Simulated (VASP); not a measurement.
# MgO (Fm-3m) in VASP: a series of runs

Runs on MgO. Level: PBE. Tasks: single point.

Everything below comes from runs of VASP 6.6.1. Logs are shortened: lines on timing, memory, paths and dates and some standing lists are left out, and cuts for length are marked.

**What was measured.**

“Electronic structure of alkaline earth and post-transition metal oxides”, 2009, arxiv:0908.1581 quotes, for a bulk crystal of MgO: band gap 7.83 eV.

The runs below are set against these values where they give the same quantity.

**1. The cell of the first run**

It takes space group Fm-3m (No. 225, cubic). Conventional cell: a = 4.270 Å, b = 4.270 Å, c = 4.270 Å, α = 90.00°, β = 90.00°, γ = 90.00°. Within 2.8 Å of Mg (site symmetry m-3m) lie 6 O at 2.14 Å. O (site symmetry m-3m) has 6 Mg at 2.14 Å within 2.8 Å.

**2. Single point, PBE**

Input file INCAR:

```
SYSTEM = MgO
PREC = Accurate
ENCUT = 520
EDIFF = 1E-6
ISMEAR = 0
SIGMA = 0.05
LREAL = .FALSE.
LASPH = .TRUE.
NELM = 100
ALGO = Normal
ISIF = 2
LWAVE = .FALSE.
LCHARG = .TRUE.
GGA = PE
LELF = .TRUE.
LVHAR = .TRUE.
NBANDS = 11
```

Input file KPOINTS:

```
Automatic mesh
0
G
  10 10 10
  0 0 0
```

Input file POSCAR:

```
MgO
1.0
    0.0000000000      2.1351500000      2.1351500000
    2.1351500000      0.0000000000      2.1351500000
    2.1351500000      2.1351500000      0.0000000000
Mg O
1 1
Direct
    0.0000000000      0.0000000000      0.0000000000
    0.5000000000      0.5000000000      0.5000000000
```

Potentials or basis: VASP PAW PBE potentials, release 64 (Mg, O).

Launch:

```
> cat potpaw_PBE.64/Mg/POTCAR potpaw_PBE.64/O/POTCAR > POTCAR
> mpirun -np 1 vasp_std > vasp.out
```

OUTCAR:

```text
SYSTEM = MgO
   PREC = Accurate
   ENCUT = 520
   EDIFF = 1E-6
   ISMEAR = 0
   LREAL = .FALSE.
   LASPH = .TRUE.
   NELM = 100
   ISIF = 2
   GGA = PE

 ion  position               nearest neighbor table
   1  0.000  0.000  0.000-   2 2.14   2 2.14   2 2.14   2 2.14   2 2.14   2 2.14
   2  0.500  0.500  0.500-   1 2.14   1 2.14   1 2.14   1 2.14   1 2.14   1 2.14

  LATTYP: Found a face centered cubic cell.
 ALAT       =     4.2703000000

  Lattice vectors:

 A1 = (   0.0000000000,   2.1351500000,   2.1351500000)
 A2 = (   2.1351500000,   0.0000000000,   2.1351500000)
 A3 = (   2.1351500000,   2.1351500000,   0.0000000000)

Analysis of symmetry for initial positions (statically):
=====================================================================
 Subroutine PRICEL returns:
 Original cell was already a primitive cell.

 Routine SETGRP: Setting up the symmetry group for a
 face centered cubic supercell.

 Subroutine GETGRP returns: Found 48 space group operations
 (whereof 48 operations were pure point group operations)
 out of a pool of 48 trial point group operations.

The static configuration has the point symmetry O_h .

Analysis of symmetry for dynamics (positions and initial velocities):
=====================================================================
 Subroutine PRICEL returns:
 Original cell was already a primitive cell.

 Routine SETGRP: Setting up the symmetry group for a
 face centered cubic supercell.

 Subroutine GETGRP returns: Found 48 space group operations
 (whereof 48 operations were pure point group operations)
 out of a pool of 48 trial point group operations.

The dynamic configuration has the point symmetry O_h .

 Subroutine INISYM returns: Found 48 space group operations
 (whereof 48 operations are pure point group operations),
 and found     1 'primitive' translations

----------------------------------------------------------------------------------------

                                     Primitive cell

  volume of cell :      19.4677

  direct lattice vectors                    reciprocal lattice vectors
     0.000000000  2.135150000  2.135150000    -0.234175585  0.234175585  0.234175585
     2.135150000  0.000000000  2.135150000     0.234175585 -0.234175585  0.234175585
     2.135150000  2.135150000  0.000000000     0.234175585  0.234175585 -0.234175585

  length of vectors
     3.019558088  3.019558088  3.019558088     0.405604011  0.405604011  0.405604011

  position of ions in fractional coordinates (direct lattice)
     0.000000000  0.000000000  0.000000000
     0.500000000  0.500000000  0.500000000

  ion indices of the primitive-cell ions
   primitive index   ion index
                 1           1
                 2           2

----------------------------------------------------------------------------------------

 KPOINTS: Automatic mesh

Automatic generation of k-mesh.
 Grid dimensions read from file:
 generate k-points for:   10   10   10

 Generating k-lattice:

  Cartesian coordinates                     Fractional coordinates (reciprocal lattice)
    -0.023417558  0.023417558  0.023417558     0.100000000  0.000000000  0.000000000
     0.023417558 -0.023417558  0.023417558     0.000000000  0.100000000  0.000000000
     0.023417558  0.023417558 -0.023417558     0.000000000  0.000000000  0.100000000

  Length of vectors
     0.040560401  0.040560401  0.040560401

  Shift w.r.t. Gamma in fractional coordinates (k-lattice)
     0.000000000  0.000000000  0.000000000

 Subroutine IBZKPT returns following result:
 ===========================================

 Found     47 irreducible k-points:

 Following reciprocal coordinates:
            Coordinates               Weight
  0.000000  0.000000  0.000000      1.000000
  0.100000  0.000000  0.000000      8.000000
  0.200000  0.000000  0.000000      8.000000
  0.300000  0.000000  0.000000      8.000000
  0.400000  0.000000  0.000000      8.000000
  0.500000  0.000000  0.000000      4.000000
[... 16 lines left out ...]
  0.300000  0.300000  0.000000      6.000000
  0.400000  0.300000  0.000000     24.000000
 [... further k-points ...]
   k-points           NKPTS =     47   k-points in BZ     NKDIM =     47   number of bands    NBANDS=     11
   number of dos      NEDOS =    301   number of ions     NIONS =      2
   total plane-waves  NPLWV =  13824
   dimension x,y,z NGX =    24 NGY =   24 NGZ =   24
   dimension x,y,z NGXF=    48 NGYF=   48 NGZF=   48
   ions per type =               1   1
   NGX,Y,Z   is equivalent  to a cutoff of  13.21, 13.21, 13.21 a.u.
   NGXF,Y,Z  is equivalent  to a cutoff of  26.43, 26.43, 26.43 a.u.
 SYSTEM =  MgO
   PREC   = accura    normal or accurate (medium, high low for compatibility)
   ISTART =      0    job   : 0-new  1-cont  2-samecut
   ICHARG =      2    charge: 1-file 2-atom 10-const
   ISPIN  =      1    spin polarized calculation?
   LNONCOLLINEAR =      F non collinear calculations
   LSORBIT =      F    spin-orbit coupling
   LASPH  =      T    aspherical Exc in radial PAW
   ENCUT  =  520.0 eV  38.22 Ry    6.18 a.u.   5.61  5.61  5.61*2*pi/ulx,y,z
   NELM   =    100;   NELMIN=  2; NELMDL= -5     # of ELM steps
   EDIFF  = 0.1E-05   stopping-criterion for ELM
   LREAL  =      F    real-space projection
   EDIFFG = 0.1E-04   stopping-criterion for IOM
   NSW    =      0    number of steps for IOM
   IBRION =     -1    ionic relax: 0-MD 1-quasi-New 2-CG
   NFREE  =      0    steps in history (QN), initial steepest desc. (CG)
   ISIF   =      2    stress and relaxation
   ISYM   =      2    0-nonsym 1-usesym 2-fastsym
   POTIM  = 0.5000    time-step for ionic-motion
   TEBEG  =    0.0;   TEEND  =   0.0 temperature during run
   PSTRESS=    0.0 pullay stress
   NELECT =       8.0000    total number of electrons
   NUPDOWN=      -1.0000    fix difference up-down
   EMIN   =  10.00;   EMAX   =-10.00  energy-range for DOS
   EFERMI =   0.00;   METHOD = LEGACY
   ISMEAR =     0;   SIGMA  =   0.05  broadening in eV -4-tet -1-fermi 0-gaus
   EFERMI_NEDOS =   21; number of points for ismear=-14 and -15
   IALGO  =     38    algorithm
   IMIX   =      4    mixing-type and parameters
     AMIX     =   0.40;   BMIX     =  1.00
     AMIX_MAG =   1.60;   BMIX_MAG =  1.00
  volume/ion in A,a.u.               =       9.73        65.69
  Fermi-wavevector in a.u.,A,eV,Ry     =   1.217119  2.300022 20.155386  1.481379
  Thomas-Fermi vector in A             =   2.352450
   LORBIT       =      0    0 simple, 1 ext, 2 COOP (PROOUT), +10 PAW based schemes
   GGA     = PE    functional components
   LHFCALC =     F    Hartree Fock is set to
   AEXX    =    0.0000 exact exchange contribution
   IVDW    =     0    specifies the selected vdW correction
   LEPSILON=     F    determine dielectric tensor
   LRPA    =     F    only Hartree local field effects (RPA)
 non-spin polarized calculation
 Gauss-broadening in eV      SIGMA  =   0.05
  energy-cutoff  :      520.00
  volume of cell :       19.47
 maximum number of plane-waves:       544
   NGX = 11   NGY = 11   NGZ = 11

 number of electron       8.0000002 magnetization

 Free energy of the ion-electron system (eV)
  ---------------------------------------------------
  ext. energy  EPLUGINS =         0.00000000
  ---------------------------------------------------
  free energy    TOTEN  =       -11.90976123 eV

  energy without entropy =      -11.90976123  energy(sigma->0) =      -11.90976123

 E-fermi :   3.1911     XC(G=0): -10.8852

 val. band max:        2.8846868553   @ k =   0.0000   0.0000   0.0000
 cond. band min:       7.2204860536   @ k =   0.0000   0.0000   0.0000
 fundamental gap:      4.3357991983
 Fermi energy:         3.1910867222

 k-point     1 :       0.0000    0.0000    0.0000
  band No.  band energies     occupation
      1     -14.1728      2.00000
      2       2.8847      2.00000
      3       2.8847      2.00000
      4       2.8847      2.00000
      5       7.2205      0.00000
      6      18.4503      0.00000
      7      18.4503      0.00000
      8      18.4503      0.00000
      9      22.2600      0.00000
     10      23.9870      0.00000
     11      23.9870      0.00000

 k-point     2 :       0.1000    0.0000    0.0000
  band No.  band energies     occupation
      1     -14.0746      2.00000
      2       2.2402      2.00000
      3       2.8219      2.00000
      4       2.8219      2.00000
      5       7.8540      0.00000
      6      17.2120      0.00000
      7      18.6746      0.00000
      8      18.6746      0.00000
      9      23.1971      0.00000
     10      23.1971      0.00000
     11      23.8361      0.00000

 k-point     3 :       0.2000    0.0000    0.0000
  band No.  band energies     occupation
      1     -13.8050      2.00000
      2       0.9599      2.00000
      3       2.6626      2.00000
      4       2.6626      2.00000
      5       9.0536      0.00000
      6      15.6882      0.00000
      7      19.1052      0.00000
      8      19.1052      0.00000
      9      22.4969      0.00000
     10      22.4969      0.00000
     11      24.4907      0.00000

 k-point     4 :       0.3000    0.0000    0.0000
  band No.  band energies     occupation
      1     -13.4430      2.00000
      2      -0.3031      2.00000
      3       2.4751      2.00000
      4       2.4751      2.00000
      5      10.0270      0.00000
      6      14.9254      0.00000
      7      19.1464      0.00000
      8      19.1464      0.00000
      9      22.9531      0.00000
     10      22.9531      0.00000
     11      23.8703      0.00000

 k-point     5 :       0.4000    0.0000    0.0000
  band No.  band energies     occupation
      1     -13.1212      2.00000
      2      -1.2178      2.00000
      3       2.3300      2.00000
      4       2.3301      2.00000
      5      10.4470      0.00000
      6      14.9054      0.00000
      7      18.8949      0.00000
      8      18.8949      0.00000
      9      23.3467      0.00000
     10      24.1710      0.00000
     11      24.1710      0.00000
[... 211 lines left out ...]
 k-point    21 :      -0.3000    0.2000    0.0000
  band No.  band energies     occupation
      1     -13.0475      2.00000
      2      -0.6518      2.00000
      3       1.1629      2.00000
      4       2.2752      2.00000
      5      11.8023      0.00000
      6      14.5152      0.00000
      7      16.6040      0.00000
      8      19.7308      0.00000
      9      22.7827      0.00000
     10      23.4538      0.00000
     11      27.2483      0.00000

 k-point    22 :      -0.2000    0.2000    0.0000
  band No.  band energies     occupation
      1     -13.3351      2.00000
      2      -0.1145      2.00000
      3       1.6133      2.00000
      4       2.4745      2.00000
      5      10.9361      0.00000
      6      14.5646      0.00000
      7      17.5312      0.00000
      8      20.1833      0.00000
      9      21.0539      0.00000
     10      23.7646      0.00000
     11      26.9978      0.00000

 k-point    23 :       0.3000    0.3000    0.0000
  band No.  band energies     occupation
      1     -13.2544      2.00000
      2      -0.1591      2.00000
      3       1.9893      2.00000
      4       1.9893      2.00000
      5      11.3099      0.00000
      6      13.2301      0.00000
      7      16.8643      0.00000
      8      20.3232      0.00000
      9      20.3232      0.00000
     10      26.5671      0.00000
     11      29.4293      0.00000

 k-point    24 :       0.4000    0.3000    0.0000
  band No.  band energies     occupation
      1     -13.0268      2.00000
      2      -0.5581      2.00000
      3       1.6404      2.00000
      4       1.8489      2.00000
      5      12.0525      0.00000
      6      12.9337      0.00000
      7      16.0524      0.00000
      8      20.5257      0.00000
      9      20.7254      0.00000
     10      27.2670      0.00000
     11      29.0452      0.00000

 [... further k-points ...]
[... 5 lines left out ...]
  --------------------------------------------------------------------------------------
  -------------------------------------------------------------------------------------
  Total       -0.2967404     -0.2967404     -0.2967404      0.0000000      0.0000000      0.0000000
  in kB      -24.4214823    -24.4214823    -24.4214823      0.0000000      0.0000000      0.0000000
  external PRESSURE =     -24.4214823 kB  Pullay stress =       0.0000000 kB

 VOLUME and BASIS-vectors are now :
 -----------------------------------------------------------------------------
  energy-cutoff  :      520.00
  volume of cell :       19.47
      direct lattice vectors                 reciprocal lattice vectors
     0.000000000  2.135150000  2.135150000    -0.234175585  0.234175585  0.234175585
     2.135150000  0.000000000  2.135150000     0.234175585 -0.234175585  0.234175585
     2.135150000  2.135150000  0.000000000     0.234175585  0.234175585 -0.234175585

 POSITION                                       TOTAL-FORCE (eV/Angst)
 -----------------------------------------------------------------------------------
      0.00000      0.00000      0.00000         0.000000      0.000000      0.000000
      2.13515      2.13515      2.13515        -0.000000     -0.000000      0.000000
 -----------------------------------------------------------------------------------
    total drift:                               -0.000000     -0.000000      0.000000

  FREE ENERGIE OF THE ION-ELECTRON SYSTEM (eV)
  ---------------------------------------------------
  free  energy   TOTEN  =       -11.9097612332 eV

  energy  without entropy=      -11.9097612332  energy(sigma->0) =      -11.90976123
```

It took 4.2 s on 1 thread of Intel Xeon 6975P-C (Granite Rapids), shared host; peak memory 0.14 GiB.

Results:

```yaml
Free_energy: -11.9098 eV
Pressure: -2.4 GPa
Band_gap_on_the_k_mesh: 4.34 eV, direct
```

Levels at points of the mesh, in eV from the valence-band top:
| k point | band 2 | band 3 | band 4 | band 5 | band 6 | band 7 |
| --- | --- | --- | --- | --- | --- | --- |
| (0.00, 0.00, 0.00) | 0.00 | 0.00 | 0.00 | 4.34 | 15.57 | 15.57 |
| (0.50, 0.00, 0.00) | -4.44 | -0.61 | -0.61 | 7.64 | 12.14 | 15.89 |
| (0.50, 0.50, 0.00) | -3.92 | -1.29 | -1.29 | 9.07 | 9.53 | 12.67 |

**3. Single point, PBE**

This run uses another cell than the first one: it holds 8 atoms, not 2.

Input file INCAR:

```
ALGO     = Normal         # electronic algorithm
EDIFF    = 1E-6           # SCF threshold, eV
ENCUT    = 520            # plane-wave cutoff, eV
GGA      = PE             # functional
ISIF     = 2              # what is computed and relaxed
ISMEAR   = 0              # smearing method
LASPH    = True           # aspherical terms in the spheres
LCHARG   = False          # write CHGCAR
LREAL    = False          # projectors in reciprocal space
LWAVE    = False          # write WAVECAR
NBANDS   = 26             # bands
NELM     = 100            # most SCF steps
PREC     = Accurate       # precision mode
SIGMA    = 0.05           # smearing width, eV
```

Input file KPOINTS:

```
k-points
0
Gamma
  6 6 6
```

Input file POSCAR:

```
MgO
1.0
    4.2703000000      0.0000000000      0.0000000000
    0.0000000000     -4.2703000000      0.0000000000
    0.0000000000      0.0000000000     -4.2703000000
Mg O
4 4
Direct
    0.0000000000      0.5000000000      0.5000000000
    0.5000000000      0.0000000000      0.5000000000
    0.5000000000      0.5000000000      0.0000000000
    0.0000000000      0.0000000000      0.0000000000
    0.5000000000      0.0000000000      0.0000000000
    0.0000000000      0.5000000000      0.0000000000
    0.0000000000      0.0000000000      0.5000000000
    0.5000000000      0.5000000000      0.5000000000
```

Potentials or basis: VASP PAW PBE potentials, release 64 (Mg, O).

Launch:

```
> cat potpaw_PBE.64/Mg/POTCAR potpaw_PBE.64/O/POTCAR > POTCAR
> mpirun -np 1 vasp_std > vasp.out
```

Wall time 34 s (1 thread of Intel Xeon Platinum 8259CL at 2.50GHz (Skylake/Cascade Lake), shared host); peak memory 0.18 GiB.

The run converged. Its results:

```
Free energy            : -47.6390 eV
Pressure               : -2.5 GPa
Band gap on the k mesh : 4.34 eV
```

Levels at points of the mesh, in eV from the valence-band top:
| k point | band 14 | band 15 | band 16 | band 17 | band 18 | band 19 |
| --- | --- | --- | --- | --- | --- | --- |
| (0.00, 0.00, 0.00) | 0.00 | 0.00 | 0.00 | 4.34 | 9.07 | 9.07 |
| (0.50, 0.00, 0.00) | -0.70 | -0.70 | -0.70 | 7.66 | 7.66 | 11.06 |
| (0.50, 0.50, 0.00) | -0.61 | -0.61 | -0.61 | 9.10 | 9.10 | 9.10 |
| (0.50, 0.50, 0.50) | -0.61 | -0.61 | -0.61 | 7.64 | 7.64 | 7.64 |

**4. Single point, PBE**

This run uses another cell than the first one: it holds 12 atoms, not 2.

Input file INCAR:

```
PREC     = Accurate       # precision mode
ENCUT    = 520            # plane-wave cutoff, eV
EDIFF    = 1E-7           # SCF threshold, eV
ISMEAR   = 0              # smearing method
SIGMA    = 0.05           # smearing width, eV
LREAL    = False          # projectors in reciprocal space
LASPH    = True           # aspherical terms in the spheres
NELM     = 100            # most SCF steps
ALGO     = Normal         # electronic algorithm
ISIF     = 2              # what is computed and relaxed
LWAVE    = False          # write WAVECAR
LCHARG   = True           # write CHGCAR
GGA      = PE             # functional
LELF     = True           # ELF
LVHAR    = True         
NBANDS   = 36             # bands
```

Input file KPOINTS:

```
regular mesh
0
Gamma
  9 9 2
```

Input file POSCAR:

```
MgO
1.0
    2.1351500000     -2.1351500000      0.0000000000
    2.1351500000      0.0000000000     -2.1351500000
    8.5406000000      8.5406000000      8.5406000000
Mg O
6 6
Direct
    0.6666666667      0.6666666667      0.1666666667
    0.0000000000      0.0000000000      0.0000000000
    0.3333333333      0.3333333333      0.3333333333
    0.6666666667      0.6666666667      0.6666666667
    0.0000000000      0.0000000000      0.5000000000
    0.3333333333      0.3333333333      0.8333333333
    0.6666666667      0.6666666667      0.4166666667
    0.0000000000      0.0000000000      0.2500000000
    0.3333333333      0.3333333333      0.5833333333
    0.6666666667      0.6666666667      0.9166666667
    1.0000000000      1.0000000000      0.7500000000
    0.3333333333      0.3333333333      0.0833333333
```

Launch:

```
> cat potpaw_PBE.64/Mg/POTCAR potpaw_PBE.64/O/POTCAR > POTCAR
> mpirun -np 1 vasp_std > vasp.out
```

It took 3.1 min on 1 thread of Intel Xeon 6975P-C, shared host; peak memory 0.28 GiB.

It converged, with:

```
Free energy            : -71.4586 eV
Pressure               : -2.4 GPa
Band gap on the k mesh : 4.34 eV
```

Levels at points of the mesh, in eV from the valence-band top:
```
           k point  band 20  band 21  band 22  band 23  band 24  band 25  band 26  band 27  band 28  band 29
(0.00, 0.00, 0.00)    -0.16    -0.16     0.00     0.00     0.00     4.34     5.76     5.76     7.34     7.34
(0.00, 0.00, 0.50)    -0.32    -0.04    -0.04    -0.04    -0.04     4.80     4.80     6.72     6.72     7.59
```

**5. Overview**

```csv
cell,k mesh,gap on the mesh (eV),pressure (GPa)
"a = 3.020 Å, angles 60.0°, 2 atoms",10 × 10 × 10,4.34,-2.4
"a = 4.270 Å, 8 atoms",6 × 6 × 6,4.34,-2.5
"a = 3.020, b = 3.020, c = 14.793 Å, angles 90.0, 90.0, 60.0°, 12 atoms",9 × 9 × 2,4.34,-2.4
```

Alike in all rows: task single point; level PBE; potentials or basis VASP PAW PBE potentials, release 64 (Mg, O); no spin polarisation; cutoff (eV) 520; smearing gaussian 0.05 eV.

Total energies depend on the potentials used, so only differences within one code and one set of settings carry meaning.

**6. Against experiment**

Step 2. A measured gap of MgO is 7.83 eV (quoted in “Electronic structure of alkaline earth and post-transition metal oxides”, 2009, arxiv:0908.1581); the calculated 4.34 eV misses it by -3.49 eV. The value is that of PBE, without temperature or zero-point motion. Semilocal functionals fall short of measured gaps as a rule.
